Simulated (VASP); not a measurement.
Input of a VASP 6.6.1 run:

File INCAR:

```
PREC = Accurate ; ENCUT = 400
EDIFF = 1E-8 ; ISMEAR = 0
SIGMA = 0.01 ; LREAL = False
LASPH = True ; NELM = 120
ALGO = Normal ; ISIF = 2
LWAVE = False ; LCHARG = False
GGA = PE ; LEPSILON = True
GGA_COMPAT = False
```

File KPOINTS:

```
regular mesh
0
Gamma
  8 8 5
```

The input POSCAR:

```
SnSe2
1.0
    3.8110000000      0.0000000000      0.0000000000
   -1.9055000000      3.3004228138      0.0000000000
    0.0000000000      0.0000000000      6.1360000000
Sn Se
1 2
Direct
    0.0000000000      0.0000000000      0.0000000000
    0.6666666667      0.3333333333      0.7510000000
    0.3333333333      0.6666666667      0.2490000000
```

Potentials or basis: VASP PAW PBE potentials, release 64 (Sn_d, Se).

Command:

```bash
$ cat potpaw_PBE.64/Sn_d/POTCAR potpaw_PBE.64/Se/POTCAR > POTCAR
$ mpirun -np 1 vasp_std > vasp.out
```

Q: Predict the electronic dielectric tensor (diagonal).

A: 11.54, 11.54, 8.89.

Q: What does it give for the Born charges (mean of the diagonal)?

A: Sn +4.04; Se -2.02 e.

Q: What does it give for the band gap on the k mesh?

A: 0.81 eV, indirect (least direct gap 1.09 eV).

Electronic dielectric tensor:
```
11.54  0.00  0.00
 0.00 11.54  0.00
 0.00  0.00  8.89
```

Caveat: spin-orbit coupling is left out, which moves the levels of the heavy elements. A k mesh can miss the band edges.
